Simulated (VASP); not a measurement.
Wanted: the native input for a VASP 6.6.1 run.

- Task: single point
- Functional: PBE
- Potentials or basis: VASP PAW PBE potentials, release 64 (Ga_d, Sb)
- Cutoff: 520 eV
- k mesh: 14 × 14 × 14
- Occupations: gaussian, width 0.15 eV
- Spin: no spin polarisation
- Dipole correction: no
- Further INCAR settings: ALGO = Normal; EDIFF = 1e-06; NBANDS = 16

The structure of GaSb lies in POSCAR:

```
GaSb
1.0
    0.0000000000      3.2198636733      3.0522927987
    3.0522927987      0.0000000000      3.0522927987
    3.0522927987      3.2198636733      0.0000000000
Ga Sb
1 1
Direct
    0.0000000000      0.0000000000      0.0000000000
    0.7500000000      0.7500000000      0.7500000000
```

This cell differs from its parent crystal: volume 29.998 Å^3 an atom, c/a of the conventional cell 1.0549.

These files were run (other wordings do the same):

INCAR

```
SYSTEM = GaSb
  ALGO = Normal
  EDIFF = 1E-6
  ENCUT = 520
  GGA = PE
  ISIF = 2
  ISMEAR = 0
  LASPH = .True.
  LCHARG = .False.
  LREAL = .False.
  LWAVE = .False.
  NBANDS = 16
  NELM = 100
  PREC = Accurate
  SIGMA = 0.15
```

KPOINTS

```
k-points
0
Gamma
  14 14 14
  0 0 0
```

Potentials or basis: VASP PAW PBE potentials, release 64 (Ga_d, Sb).

Command:

```bash
$ cat potpaw_PBE.64/Ga_d/POTCAR potpaw_PBE.64/Sb/POTCAR > POTCAR
$ mpirun -np 1 vasp_std > vasp.out
```

It gave:

```yaml
Pressure: 0.0 GPa
Band_gap_on_the_k_mesh: zero (filled and empty bands touch)
```

Caveat: spin-orbit coupling is left out, which moves the levels of the heavy elements.

It took 3.1 min on 1 thread of Intel(R) Xeon(R) Platinum 8259CL CPU @ 2.50GHz (Skylake/Cascade Lake) (shared host), peak memory 0.38 GiB.
